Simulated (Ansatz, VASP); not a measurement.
RhC2 in VASP and in Ansatz

The input INCAR:

```
PREC     = Accurate       # precision mode
ENCUT    = 520            # plane-wave cutoff, eV
EDIFF    = 1E-7           # SCF threshold, eV
ISMEAR   = 0              # smearing method
SIGMA    = 0.05           # smearing width, eV
LREAL    = False          # projectors in reciprocal space
LASPH    = True           # aspherical terms in the spheres
NELM     = 100            # most SCF steps
ALGO     = Normal         # electronic algorithm
ISIF     = 2              # what is computed and relaxed
LWAVE    = False          # write WAVECAR
LCHARG   = False          # write CHGCAR
GGA      = PS             # functional
NBANDS   = 18             # bands
```

Contents of KPOINTS:

```
regular mesh
0
Gamma
  12 12 12
```

File POSCAR:

```
RhC2
1.0
    0.0000000000      2.4161046547      2.4161046547
    2.4161046547      0.0000000000      2.4161046547
    2.4161046547      2.4161046547      0.0000000000
Rh C
1 2
Direct
    0.0000000000      0.0000000000      0.0000000000
    0.2500000000      0.2500000000      0.2500000000
    0.7500000000      0.7500000000      0.7500000000
```

Input for Ansatz:

```yaml
crystal:
  lattice:
    - [0.0, 2.4161046547, 2.4161046547]
    - [2.4161046547, 0.0, 2.4161046547]
    - [2.4161046547, 2.4161046547, 0.0]
  atoms:
    - { symbol: Rh, position: [0.0, 0.0, 0.0] }
    - { symbol: C, position: [0.25, 0.25, 0.25] }
    - { symbol: C, position: [0.75, 0.75, 0.75] }
basis:
  ecutwfc: 420
  ecutrho_ratio: 4
kpoints:
  mp_grid: { grid: [12, 12, 12] }
hamiltonian:
  xc: pbesol
scf:
  occupations: { method: gaussian, width: 0.05 }
output:
  forces: true
  stress: true
  eigenvalues: true
```

Alike in both runs: task single point; functional PBEsol; k mesh 12 × 12 × 12; occupations gaussian, width 0.05 eV; no spin polarisation.

|  | VASP | Ansatz |
| --- | --- | --- |
| version | VASP 6.6.1 | Ansatz 0.2.0 |
| potentials or method | VASP PAW PBE potentials, release 64 (Rh_pv, C), cutoff 520 eV | scalar-relativistic, plane waves, PAW |
| valence electrons in the cell | 23 | 25 |

Ansatz gave:

| Quantity | Value |
| --- | --- |
| gap on the k mesh at the Fermi level (eV) | none |
| pressure (GPa) | 9.1 |

Which values does VASP return?

gap on the k mesh at the Fermi level (eV): none; pressure (GPa): 9.0.

VASP's potentials were made for PBE, not for PBEsol. A gap of «none» marks a metal or a gap that the smearing closes. The functional is the same, so the differences come from potentials, cutoffs and numerics. VASP's potentials hold 23 valence electrons a cell and Ansatz's 25, so a difference there can come from the potentials and not from the codes.
